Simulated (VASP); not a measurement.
A run of VASP 6.6.1:

The input INCAR:

```
SYSTEM = CdSe
ALGO = Normal
EDIFF = 1E-7
EDIFFG = -0.02
ENCUT = 520
GGA = PE
IBRION = 2
ISIF = 2
ISMEAR = -1
KPAR = 2
LASPH = .True.
LCHARG = .False.
LREAL = .False.
LWAVE = .False.
NELM = 80
NSW = 80
PREC = Accurate
SIGMA = 0.02
```

KPOINTS

```
k-points
0
Gamma
  12 12 6
  0 0 0
```

File POSCAR:

```
CdSe
1.0
    4.2990000000      0.0000000000      0.0000000000
   -2.1495000000      3.7230432109      0.0000000000
    0.0000000000      0.0000000000      6.8698000000
Cd Se
2 2
Direct
    0.3333333333      0.6666666667      0.0004794859
    0.6666666667      0.3333333333      0.5004794859
    0.3333333333      0.6666666667      0.3763105141
    0.6666666667      0.3333333333      0.8763105141
```

Potentials or basis: VASP PAW PBE potentials, release 64 (Cd, Se).

Launch:

```sh
$ cat potpaw_PBE.64/Cd/POTCAR potpaw_PBE.64/Se/POTCAR > POTCAR
$ mpirun -np 2 vasp_std > vasp.out
```

Hardware: 2 MPI ranks on Intel(R) Xeon(R) 6975P-C (Granite Rapids) (shared host).

Q: Estimate the wall time of this run.

A: It took 110 s on 2 MPI ranks on Intel(R) Xeon(R) 6975P-C (Granite Rapids), with other jobs on the host, peak memory 0.33 GiB a rank. Counts: scf iterations 28, k points 76, ion steps 3.
